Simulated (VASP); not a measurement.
Wanted: the native input for a VASP 6.6.1 run.

```
Task                   : electric field gradients
Functional             : PBEsol
Potentials or basis    : VASP PAW PBE potentials, release 64 (Pd)
Cutoff                 : 520 eV
k mesh                 : 18 × 18 × 18
Occupations            : fermi-dirac, width 0.05 eV
Spin                   : no spin polarisation
Dipole correction      : no
Further INCAR settings : ALGO = Normal; EDIFF = 1e-08; NBANDS = 11
```

The structure of Pd lies in POSCAR:

```
Pd
1.0
    0.0000000000      1.9704937245      1.9704937245
    1.9704937245      0.0000000000      1.9704937245
    1.9704937245      1.9704937245      0.0000000000
Pd
1
Direct
    0.0000000000      0.0000000000      0.0000000000
```

This cell differs from its parent crystal: volume scaled by 1.04.

These files were run (other wordings do the same):

INCAR

```
SYSTEM = Pd
PREC     = Accurate       ! precision mode
ENCUT    = 520            ! plane-wave cutoff, eV
EDIFF    = 1E-8           ! SCF threshold, eV
ISMEAR   = -1             ! smearing method
SIGMA    = 0.05           ! smearing width, eV
LREAL    = .FALSE.        ! projectors in reciprocal space
LASPH    = .TRUE.         ! aspherical terms in the spheres
NELM     = 100            ! most SCF steps
ALGO     = Normal         ! electronic algorithm
ISIF     = 2              ! what is computed and relaxed
LWAVE    = .FALSE.        ! write WAVECAR
LCHARG   = .FALSE.        ! write CHGCAR
GGA      = PS             ! functional
LEFG     = .TRUE.       
NBANDS   = 11             ! bands
```

KPOINTS

```
Automatic mesh
0
G
  18 18 18
  0 0 0
```

Potentials or basis: VASP PAW PBE potentials, release 64 (Pd).

The run is started by

```bash
$ cat potpaw_PBE.64/Pd/POTCAR > POTCAR
$ mpirun -np 1 vasp_std > vasp.out
```

It gave:

```json
{
  "Pressure": "-9.2 GPa",
  "Band gap on the k mesh": "zero (band 5 reaches 9.28 eV, above the bottom of band 6 at 7.80 eV)"
}
```

Caveat: without QUAD_EFG the Cq values of the log hold for a quadrupole moment of 1 mb, not for the nuclei; the PAW data sets were made with another functional, which shifts forces and pressure a little.

Run time: 11 s on 1 thread of Intel(R) Xeon(R) 6975P-C (Granite Rapids), with other jobs on the host, peak memory 0.16 GiB.
